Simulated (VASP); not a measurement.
Here is a VASP 6.6.1 calculation.

The input POSCAR:

```
K2S
1.0
    0.0000000000      3.7027187156      3.7027187156
    3.7027187156      0.0000000000      3.7027187156
    3.7027187156      3.7027187156      0.0000000000
K S
2 1
Direct
    0.2500000000      0.2500000000      0.2500000000
    0.7500000000      0.7500000000      0.7500000000
    0.0000000000      0.0000000000      0.0000000000
```

Contents of INCAR.step1:

```
SYSTEM = K2S
PREC = Accurate
ENCUT = 550
ISMEAR = -1
SIGMA = 0.02
LREAL = .False.
LASPH = .True.
NELM = 120
NBANDS = 19
GGA = PE
ALGO = Normal
EDIFF = 1E-5
LWAVE = .True.
LCHARG = .False.
GGA_COMPAT = .False.
```

Contents of INCAR.step2:

```
SYSTEM = K2S
PREC = Accurate
ENCUT = 550
EDIFF = 1E-6
ISMEAR = -1
SIGMA = 0.02
LREAL = .False.
LASPH = .True.
NELM = 120
ALGO = Normal
ISIF = 2
LWAVE = .False.
LCHARG = .False.
METAGGA = R2SCAN
LMIXTAU = .True.
NBANDS = 19
ISTART = 1
GGA_COMPAT = .False.
```

Contents of KPOINTS:

```
regular mesh
0
Gamma
  6 6 6
  0 0 0
```

Potentials or basis: VASP PAW PBE potentials, release 64 (K_sv, S).

Launch:

```sh
$ cat potpaw_PBE.64/K_sv/POTCAR potpaw_PBE.64/S/POTCAR > POTCAR
$ cp INCAR.step1 INCAR
$ mpirun -np 1 vasp_std > vasp.out
$ cp INCAR.step2 INCAR
$ mpirun -np 1 vasp_std > vasp.out
```

(1) Predict the pressure.

(2) Estimate the band gap on the k mesh.

Results:

(1) 0.0 GPa.

(2) 2.76 eV (least direct gap 2.95 eV).

Caveat: the PAW data sets were made with another functional, which shifts forces and pressure a little.
